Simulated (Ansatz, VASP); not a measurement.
# Two plane-wave programs on Si16Ge

```
CELL_PARAMETERS angstrom
0.00000 5.43000 5.43000
5.43000 0.00000 5.43000
5.43000 5.43000 0.00000
ATOMIC_POSITIONS crystal
Si 0.97613 0.07257 0.97552
Si 0.12808 0.13763 0.12744
Si 0.01837 0.98563 0.49786
Si 0.12808 0.13762 0.60661
Si 0.01256 0.50957 0.01223
Si 0.10272 0.69292 0.10205
Si 0.01261 0.50957 0.46540
Si 0.15959 0.61377 0.61325
Si 0.49850 0.98557 0.01782
Si 0.60720 0.13768 0.12743
Si 0.49850 0.98560 0.49785
Si 0.64944 0.05261 0.64886
Si 0.46601 0.50960 0.01213
Si 0.61372 0.61375 0.15900
Si 0.52308 0.43179 0.52243
Si 0.61365 0.61377 0.61332
Ge 0.81379 0.55978 0.81306
```

Alike in both runs: functional PBE; k mesh 2 × 2 × 2; occupations gaussian, width 0.05 eV; no spin polarisation.

Ansatz relaxed the structure, and its values are those at the end. VASP's run is a single point on that final structure, the one shown.

|  | VASP | Ansatz |
| --- | --- | --- |
| version | VASP 6.6.1 | Ansatz 0.2.0 |
| potentials or method | VASP PAW PBE potentials, release 64 (Si, Ge_d), cutoff 520 eV | scalar-relativistic, plane waves, PAW |
| valence electrons in the cell | 78 | 78 |

|  | VASP | Ansatz | Ansatz less VASP |
| --- | --- | --- | --- |
| rms of the force components (eV/Å) | 0.011 | 0.011 | +0.0006 |

With one functional, cell and mesh, what is left measures potentials, basis and numerics.

The k mesh is coarse, so the values compare programs but aren't converged.
